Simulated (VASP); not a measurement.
# HfC (R-3m) in VASP: a series of runs

Runs on HfC. Level: PBE. Tasks: single point.

All numbers are computed with VASP 6.6.1; they aren't measurements. Logs are shortened: lines on timing, memory, paths and dates and some standing lists are left out, and cuts for length are marked.

## Step 1: The cell of the first run

Symmetry: R-3m, No. 166, trigonal system. Conventional cell: a = 2.610 Å, b = 2.610 Å, c = 12.785 Å, α = 90.00°, β = 90.00°, γ = 120.00°. Hf (site symmetry -3m) has 6 Hf at 2.61 Å and 6 C at 2.61 Å within 3.4 Å. Within 3.4 Å of C (site symmetry -3m) lie 6 C at 2.61 Å and 6 Hf at 2.61 Å.

## Step 2: Single point, PBE

Contents of INCAR:

```
SYSTEM = HfC
  PREC = Accurate
  ENCUT = 520
  EDIFF = 1E-6
  ISMEAR = 0
  SIGMA = 0.15
  LREAL = .FALSE.
  LASPH = .TRUE.
  NELM = 60
  ALGO = Normal
  ISIF = 2
  LWAVE = .FALSE.
  LCHARG = .FALSE.
  GGA = PE
  NBANDS = 14
```

Contents of KPOINTS:

```
regular mesh
0
G
  20 20 20
  0 0 0
```

Contents of POSCAR:

```
HfC
1.0
    1.2302358153      3.0755895382      3.0755895382
    3.0755895382      1.2302358153      3.0755895382
    3.0755895382      3.0755895382      1.2302358153
Hf C
1 1
Direct
    0.5000000000      0.5000000000      0.5000000000
    0.0000000000      0.0000000000      0.0000000000
```

Potentials or basis: VASP PAW PBE potentials, release 64 (Hf_pv, C).

Command:

```
$ cat potpaw_PBE.64/Hf_pv/POTCAR potpaw_PBE.64/C/POTCAR > POTCAR
$ mpirun -np 1 vasp_std > vasp.out
```

OUTCAR:

```text
SYSTEM = HfC
   PREC = Accurate
   ENCUT = 520
   EDIFF = 1E-6
   ISMEAR = 0
   LREAL = .FALSE.
   LASPH = .TRUE.
   NELM = 60
   ISIF = 2
   GGA = PE

 ion  position               nearest neighbor table
   1  0.500  0.500  0.500-   2 2.61   2 2.61   2 2.61   2 2.61   2 2.61   2 2.61
   2  0.000  0.000  0.000-   1 2.61   1 2.61   1 2.61   1 2.61   1 2.61   1 2.61

  LATTYP: Found a trigonal (rhomboedric) cell.
 ALAT       =     4.5201750161
 COS(alpha) =     0.8333333333

  Lattice vectors:

 A1 = (   1.2302358153,   3.0755895382,   3.0755895382)
 A2 = (   3.0755895382,   1.2302358153,   3.0755895382)
 A3 = (   3.0755895382,   3.0755895382,   1.2302358153)

Analysis of symmetry for initial positions (statically):
=====================================================================
 Subroutine PRICEL returns:
 Original cell was already a primitive cell.

 Routine SETGRP: Setting up the symmetry group for a
 trigonal (rhombohedral) supercell.

 Subroutine GETGRP returns: Found 12 space group operations
 (whereof 12 operations were pure point group operations)
 out of a pool of 12 trial point group operations.

The static configuration has the point symmetry D_3d.

Analysis of symmetry for dynamics (positions and initial velocities):
=====================================================================
 Subroutine PRICEL returns:
 Original cell was already a primitive cell.

 Routine SETGRP: Setting up the symmetry group for a
 trigonal (rhombohedral) supercell.

 Subroutine GETGRP returns: Found 12 space group operations
 (whereof 12 operations were pure point group operations)
 out of a pool of 12 trial point group operations.

The dynamic configuration has the point symmetry D_3d.

 Subroutine INISYM returns: Found 12 space group operations
 (whereof 12 operations are pure point group operations),
 and found     1 'primitive' translations

----------------------------------------------------------------------------------------

                                     Primitive cell

  volume of cell :      25.1362

  direct lattice vectors                    reciprocal lattice vectors
     1.230235815  3.075589538  3.075589538    -0.316109224  0.225792303  0.225792303
     3.075589538  1.230235815  3.075589538     0.225792303 -0.316109224  0.225792303
     3.075589538  3.075589538  1.230235815     0.225792303  0.225792303 -0.316109224

  length of vectors
     4.520175016  4.520175016  4.520175016     0.449321009  0.449321009  0.449321009

  position of ions in fractional coordinates (direct lattice)
     0.500000000  0.500000000  0.500000000
     0.000000000  0.000000000  0.000000000

  ion indices of the primitive-cell ions
   primitive index   ion index
                 1           1
                 2           2

----------------------------------------------------------------------------------------

 KPOINTS: regular mesh

Automatic generation of k-mesh.
 Grid dimensions read from file:
 generate k-points for:   20   20   20

 Generating k-lattice:

  Cartesian coordinates                     Fractional coordinates (reciprocal lattice)
    -0.015805461  0.011289615  0.011289615     0.050000000  0.000000000 -0.000000000
     0.011289615 -0.015805461  0.011289615     0.000000000  0.050000000 -0.000000000
     0.011289615  0.011289615 -0.015805461     0.000000000  0.000000000  0.050000000

  Length of vectors
     0.022466050  0.022466050  0.022466050

  Shift w.r.t. Gamma in fractional coordinates (k-lattice)
     0.000000000  0.000000000  0.000000000

 Subroutine IBZKPT returns following result:
 ===========================================

 Found    781 irreducible k-points:

 Following reciprocal coordinates:
            Coordinates               Weight
  0.000000  0.000000  0.000000      1.000000
  0.050000 -0.000000 -0.000000      6.000000
  0.100000 -0.000000 -0.000000      6.000000
  0.150000  0.000000 -0.000000      6.000000
  0.200000 -0.000000 -0.000000      6.000000
  0.250000  0.000000 -0.000000      6.000000
[... 16 lines left out ...]
 -0.400000  0.050000  0.000000     12.000000
 -0.350000  0.050000  0.000000     12.000000
 [... further k-points ...]
   k-points           NKPTS =    781   k-points in BZ     NKDIM =    781   number of bands    NBANDS=     14
   number of dos      NEDOS =    301   number of ions     NIONS =      2
   total plane-waves  NPLWV =  46656
   dimension x,y,z NGX =    36 NGY =   36 NGZ =   36
   dimension x,y,z NGXF=    72 NGYF=   72 NGZF=   72
   ions per type =               1   1
   NGX,Y,Z   is equivalent  to a cutoff of  13.24, 13.24, 13.24 a.u.
   NGXF,Y,Z  is equivalent  to a cutoff of  26.48, 26.48, 26.48 a.u.
 SYSTEM =  HfC
   PREC   = accura    normal or accurate (medium, high low for compatibility)
   ISTART =      0    job   : 0-new  1-cont  2-samecut
   ICHARG =      2    charge: 1-file 2-atom 10-const
   ISPIN  =      1    spin polarized calculation?
   LNONCOLLINEAR =      F non collinear calculations
   LSORBIT =      F    spin-orbit coupling
   LASPH  =      T    aspherical Exc in radial PAW
   ENCUT  =  520.0 eV  38.22 Ry    6.18 a.u.   8.40  8.40  8.40*2*pi/ulx,y,z
   NELM   =     60;   NELMIN=  2; NELMDL= -5     # of ELM steps
   EDIFF  = 0.1E-05   stopping-criterion for ELM
   LREAL  =      F    real-space projection
   EDIFFG = 0.1E-04   stopping-criterion for IOM
   NSW    =      0    number of steps for IOM
   IBRION =     -1    ionic relax: 0-MD 1-quasi-New 2-CG
   NFREE  =      0    steps in history (QN), initial steepest desc. (CG)
   ISIF   =      2    stress and relaxation
   ISYM   =      2    0-nonsym 1-usesym 2-fastsym
   POTIM  = 0.5000    time-step for ionic-motion
   TEBEG  =    0.0;   TEEND  =   0.0 temperature during run
   PSTRESS=    0.0 pullay stress
   NELECT =      14.0000    total number of electrons
   NUPDOWN=      -1.0000    fix difference up-down
   EMIN   =  10.00;   EMAX   =-10.00  energy-range for DOS
   EFERMI =   0.00;   METHOD = LEGACY
   ISMEAR =     0;   SIGMA  =   0.15  broadening in eV -4-tet -1-fermi 0-gaus
   EFERMI_NEDOS =   21; number of points for ismear=-14 and -15
   IALGO  =     38    algorithm
   IMIX   =      4    mixing-type and parameters
     AMIX     =   0.40;   BMIX     =  1.00
     AMIX_MAG =   1.60;   BMIX_MAG =  1.00
  volume/ion in A,a.u.               =      12.57        84.81
  Fermi-wavevector in a.u.,A,eV,Ry     =   1.346949  2.545365 24.684672  1.814272
  Thomas-Fermi vector in A             =   2.474740
   LORBIT       =      0    0 simple, 1 ext, 2 COOP (PROOUT), +10 PAW based schemes
   GGA     = PE    functional components
   LHFCALC =     F    Hartree Fock is set to
   AEXX    =    0.0000 exact exchange contribution
   IVDW    =     0    specifies the selected vdW correction
   LEPSILON=     F    determine dielectric tensor
   LRPA    =     F    only Hartree local field effects (RPA)
 non-spin polarized calculation
 Gauss-broadening in eV      SIGMA  =   0.15
  energy-cutoff  :      520.00
  volume of cell :       25.14
 maximum number of plane-waves:       690
 NGX is ok and might be reduce to    36

 number of electron      13.9999999 magnetization

 Free energy of the ion-electron system (eV)
  ---------------------------------------------------
  ext. energy  EPLUGINS =         0.00000000
  ---------------------------------------------------
  free energy    TOTEN  =       -15.38987057 eV

  energy without entropy =      -15.37845204  energy(sigma->0) =      -15.38416130

 E-fermi :   6.4720     XC(G=0): -12.3453

 val. band max:        6.4709899809   @ k =  -0.3500   0.1500   0.0000
 cond. band min:       6.4766005054   @ k =  -0.2000  -0.4000   0.1500
 fundamental gap:      0.0056105245
 Fermi energy:         6.4720151173

 k-point     1 :       0.0000    0.0000    0.0000
  band No.  band energies     occupation
      1     -24.1565      2.00000
      2     -22.4705      2.00000
      3     -22.4705      2.00000
      4      -6.6841      2.00000
      5       1.6811      2.00000
      6       3.3546      2.00000
      7       8.2270      0.00000
      8       8.2270      0.00000
      9      10.2166      0.00000
     10      10.2166      0.00000
     11      12.5396      0.00000
     12      13.6355      0.00000
     13      13.6355      0.00000
     14      19.0379      0.00000

 k-point     2 :       0.0500   -0.0000   -0.0000
  band No.  band energies     occupation
      1     -24.1423      2.00000
      2     -22.5665      2.00000
      3     -22.4901      2.00000
      4      -6.6111      2.00000
      5       1.8465      2.00000
      6       3.3346      2.00000
      7       8.0414      0.00000
      8       8.3729      0.00000
      9       9.9587      0.00000
     10      10.1130      0.00000
     11      12.6243      0.00000
     12      13.5009      0.00000
     13      13.6660      0.00000
     14      19.3073      0.00000

 k-point     3 :       0.1000   -0.0000   -0.0000
  band No.  band energies     occupation
      1     -24.1010      2.00000
      2     -22.8388      2.00000
      3     -22.5466      2.00000
      4      -6.3972      2.00000
      5       2.2822      2.00000
      6       3.3058      2.00000
      7       7.5645      0.00000
      8       8.8067      0.00000
      9       9.2901      0.00000
     10       9.8335      0.00000
     11      12.8240      0.00000
     12      13.1867      0.00000
     13      13.7343      0.00000
     14      19.8890      0.00000

 k-point     4 :       0.1500    0.0000   -0.0000
  band No.  band energies     occupation
      1     -24.0360      2.00000
      2     -23.2458      2.00000
      3     -22.6335      2.00000
      4      -6.0540      2.00000
      5       2.6493      2.00000
      6       3.4972      2.00000
      7       6.9775      0.00000
      8       8.4258      0.00000
      9       9.4438      0.00000
     10       9.5183      0.00000
     11      12.7517      0.00000
     12      13.1546      0.00000
     13      13.7962      0.00000
     14      19.9753      0.00000

 k-point     5 :       0.2000   -0.0000   -0.0000
  band No.  band energies     occupation
      1     -23.9531      2.00000
      2     -23.7325      2.00000
      3     -22.7410      2.00000
      4      -5.5955      2.00000
      5       2.5712      2.00000
      6       3.9900      2.00000
      7       6.4418      1.22391
      8       7.7214      0.00000
      9       9.0166      0.00000
     10      10.4800      0.00000
     11      12.3971      0.00000
[... 276 lines left out ...]
 k-point    22 :      -0.4500    0.0500   -0.0000
  band No.  band energies     occupation
      1     -25.6933      2.00000
      2     -23.5450      2.00000
      3     -23.2747      2.00000
      4      -1.9380      2.00000
      5       0.6704      2.00000
      6       1.3394      2.00000
      7       3.9333      2.00000
      8       7.2697      0.00000
      9      11.8589      0.00000
     10      12.7187      0.00000
     11      13.5924      0.00000
     12      14.6069      0.00000
     13      16.9548      0.00000
     14      18.6923      0.00000

 k-point    23 :      -0.4000    0.0500    0.0000
  band No.  band energies     occupation
      1     -25.5613      2.00000
      2     -23.5755      2.00000
      3     -23.2387      2.00000
      4      -2.5235      2.00000
      5       1.2663      2.00000
      6       1.5238      2.00000
      7       4.0594      2.00000
      8       7.3934      0.00000
      9      11.8799      0.00000
     10      12.1965      0.00000
     11      13.4207      0.00000
     12      14.5877      0.00000
     13      16.5918      0.00000
     14      17.9536      0.00000

 k-point    24 :      -0.3500    0.0500    0.0000
  band No.  band energies     occupation
      1     -25.3056      2.00000
      2     -23.6333      2.00000
      3     -23.1696      2.00000
      4      -3.2730      2.00000
      5       1.6410      2.00000
      6       2.2650      2.00000
      7       4.3254      2.00000
      8       7.6179      0.00000
      9      10.9736      0.00000
     10      11.9654      0.00000
     11      13.3769      0.00000
     12      14.4071      0.00000
     13      15.6581      0.00000
     14      17.7181      0.00000

 [... further k-points ...]

------------------------ aborting loop because EDIFF is reached ----------------------------------------

  FORCE on cell =-STRESS in cart. coord.  units (eV):
  Direction    XX          YY          ZZ          XY          YZ          ZX
  --------------------------------------------------------------------------------------
  -------------------------------------------------------------------------------------
  Total        2.5144534      2.5144534      2.5144534     -5.6264669     -5.6264669     -5.6264669
  in kB      160.2711349    160.2711349    160.2711349   -358.6307154   -358.6307154   -358.6307154
  external PRESSURE =     160.2711349 kB  Pullay stress =       0.0000000 kB

 VOLUME and BASIS-vectors are now :
 -----------------------------------------------------------------------------
  energy-cutoff  :      520.00
  volume of cell :       25.14
      direct lattice vectors                 reciprocal lattice vectors
     1.230235815  3.075589538  3.075589538    -0.316109224  0.225792303  0.225792303
     3.075589538  1.230235815  3.075589538     0.225792303 -0.316109224  0.225792303
     3.075589538  3.075589538  1.230235815     0.225792303  0.225792303 -0.316109224

 POSITION                                       TOTAL-FORCE (eV/Angst)
 -----------------------------------------------------------------------------------
      3.69071      3.69071      3.69071         0.000000     -0.000000     -0.000000
      0.00000      0.00000      0.00000        -0.000000      0.000000      0.000000
 -----------------------------------------------------------------------------------
    total drift:                                0.000000      0.000000      0.000000

  FREE ENERGIE OF THE ION-ELECTRON SYSTEM (eV)
  ---------------------------------------------------
  free  energy   TOTEN  =       -15.3898705661 eV

  energy  without entropy=      -15.3784520416  energy(sigma->0) =      -15.38416130
```

It took 15 min on 1 thread of Intel Xeon 8259CL, shared host; peak memory 0.45 GiB.

What came out:

```
Free energy            : -15.3899 eV
Pressure               : 16.0 GPa
Band gap on the k mesh : zero (bands 7 and 8 overlap by 2.71 eV)
```

Stress tensor (GPa, compression positive):
```
 16.03 -35.86 -35.86
-35.86  16.03 -35.86
-35.86 -35.86  16.03
```

Caveat: the cell stands under pressure; spin-orbit coupling is left out, which moves the levels of the heavy elements.

## Step 3: Single point, PBE

This run uses another cell than the first one, of the same volume but with other edges.

Contents of INCAR:

```
PREC = Accurate
ENCUT = 520
EDIFF = 1E-6
ISMEAR = 0
SIGMA = 0.15
LREAL = False
LASPH = True
NELM = 100
ALGO = Normal
ISIF = 2
LWAVE = False
LCHARG = False
GGA = PE
NBANDS = 14
```

Contents of KPOINTS:

```
Automatic mesh
0
Gamma
  20 20 20
```

Contents of POSCAR:

```
HfC
1.0
   -0.5038604225      2.1023141766      2.1023141766
    2.1023141766     -0.5038604225      2.1023141766
    2.1023141766      2.1023141766     -0.5038604225
Hf C
1 1
Direct
    0.5000000000      0.5000000000      0.5000000000
    0.0000000000      0.0000000000      0.0000000000
```

Potentials or basis: VASP PAW PBE potentials, release 64 (Hf_pv, C).

Command:

```
$ cat potpaw_PBE.64/Hf_pv/POTCAR potpaw_PBE.64/C/POTCAR > POTCAR
$ mpirun -np 1 vasp_std > vasp.out
```

Wall time 2.9 min (1 thread of Intel Xeon 8259CL, shared host); peak memory 0.38 GiB.

It converged, with:

```
Free energy            : -19.7151 eV
Pressure               : -2.4 GPa
Band gap on the k mesh : zero (bands 7 and 8 overlap by 0.74 eV)
```

Stress tensor (GPa, compression positive):
```
-2.39 16.76 16.76
16.76 -2.39 16.76
16.76 16.76 -2.39
```

Levels at points of the mesh, in eV from the Fermi level:
| k point | band 4 | band 5 | band 6 | band 7 | band 8 | band 9 | band 10 | band 11 |
| --- | --- | --- | --- | --- | --- | --- | --- | --- |
| (0.00, 0.00, 0.00) | -12.79 | -1.03 | -1.03 | 0.39 | 0.39 | 1.31 | 3.10 | 4.12 |
| (0.50, 0.00, 0.00) | -9.43 | -6.72 | -3.47 | -0.73 | 1.68 | 2.93 | 7.66 | 7.77 |
| (0.50, 0.50, 0.00) | -10.54 | -3.19 | -2.03 | -1.70 | 0.88 | 3.64 | 3.83 | 6.90 |
| (0.50, 0.50, 0.50) | -7.98 | -6.09 | -4.92 | -4.92 | 5.48 | 6.24 | 7.15 | 7.15 |

Caveat: spin-orbit coupling is left out, which moves the levels of the heavy elements.

(Continued in part 2 of 2.)
